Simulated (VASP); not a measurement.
Crystal: CuI (Marshite).

```
I Cu
1.0
     0.00000    3.03150    3.03150
     3.03150    0.00000    3.03150
     3.03150    3.03150    0.00000
I Cu
1 1
Direct
  0.00000 0.00000 0.00000
  0.75000 0.75000 0.75000
```

Base run:

| Property | Result |
| --- | --- |
| Program | VASP 6.6.1 |
| Functional | PBEsol |
| Potentials or basis | VASP PAW PBE potentials, release 64 (I, Cu) |
| Cutoff | 520 eV |
| k mesh | 8 × 8 × 8 |
| Occupations | fermi-dirac, width 0.05 eV |
| Spin | no spin polarisation |
| Hubbard terms | Cu d U = 6.0 eV |

Its results: band gap on the k mesh 1.91 eV, direct; pressure -1.8 GPa.

Problem. The run is repeated on the same cell with these changes: hubbard terms from Cu d U = 6.0 eV to Cu d U = 4.0 eV. What comes out?

Solution. Band gap on the k mesh 1.63 eV, direct; pressure -1.8 GPa.

Caveats: the PAW data sets were made with another functional, which shifts forces and pressure a little; spin-orbit coupling is left out, which moves the levels of the heavy elements.

